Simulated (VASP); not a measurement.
BeC3:

```
Be C
1.0
     1.96130    1.13236    3.22106
    -1.96130    1.13236    3.22106
     0.00000   -2.26472    3.22106
Be C
1 3
Direct
  0.00000 0.00000 0.00000
  0.50000 0.50000 0.50000
  0.73133 0.73133 0.73133
  0.26867 0.26867 0.26867
```

```yaml
Program: VASP 6.6.1
Task: relaxation of cell and atoms
Functional: PBE
Potentials_or_basis: VASP PAW PBE potentials, release 64 (Be, C)
Cutoff: 600 eV
k_mesh: 6 × 6 × 6
Occupations: gaussian, width 0.1 eV
Spin: no spin polarisation
```

At the start: pressure -30.2 GPa; volume 10.73 Å³/atom.

Problem. Where does the relaxation end?

Solution. Over 37 steps the energy falls by 2238.8 meV/atom and the volume is 11.20 Å³/atom (+4.3 %); space group R-3m (No. 166, to 0.05 Å).

Step by step:
```
step  energy change (eV)  largest force (eV/Å)  pressure (GPa)  volume (Å³)
   1              0.0000                0.8571          -30.25        42.92
   2             -1.7554                0.9201          -11.72        31.53
   3             -1.8767                0.9310           -0.30        28.96
   4             -1.8778                0.9173            1.50        28.63
   5             -2.1915                1.7193            3.24        28.10
   6             -4.9496                4.6484           20.72        26.25
   7             39.8582              153.7543          684.15        21.29
   8             -4.1285                5.1869           12.27        26.07
   9             -4.9505               10.7837          114.81        23.88
  10             -5.5292                3.9569           32.09        25.24
  11             -5.9924                0.9603           62.04        24.58
  12             -6.0073                1.7542           65.33        24.59
  13             -6.0082                2.0379           66.52        24.60
  14             -6.0426                2.0125           65.45        24.67
  15             -6.1432                1.9411           62.33        24.89
  16             -6.3338                1.8047           56.37        25.35
  17             -6.6749                1.5201           45.47        26.26
  18             -7.2127                0.9088           27.23        28.15
  19             -7.7968                0.2404            1.21        32.17
  20             -7.7172                1.9530          -23.83        41.15
  21             -7.9035                1.2679          -15.18        36.76
  22             -8.2147                1.6629           -6.22        37.97
  23             -8.2598                3.4871           -0.53        38.56
  24             -8.5654                3.2061            1.59        39.52
  25             -8.6405                0.0910           18.62        42.01
  26             -8.8265                2.6828            7.89        40.72
  27             -8.8458                1.7465           12.25        41.33
  28             -8.7532                3.9896           -3.79        43.86
  29             -8.9114                0.7093            5.24        42.27
  30             -8.9435                0.3025            1.72        42.96
  31             -8.9462                0.1538            0.37        43.24
  32             -8.9477                0.2384            1.30        43.35
  33             -8.9477                0.1794            1.16        43.34
  34             -8.9496                0.1537            0.99        43.54
  35             -8.9537                0.0755            0.47        44.17
  36             -8.9536                0.0892           -0.52        45.44
  37             -8.9550                0.0041           -0.01        44.78
```

Final structure:
```
CELL_PARAMETERS angstrom
2.57399 1.48609 1.95114
-2.57399 1.48609 1.95114
0.00000 -2.97218 1.95114
ATOMIC_POSITIONS crystal
Be 0.00000 0.00000 0.00000
C 0.50000 0.50000 0.50000
C 0.72069 0.72069 0.72069
C 0.27931 0.27931 0.27931
```
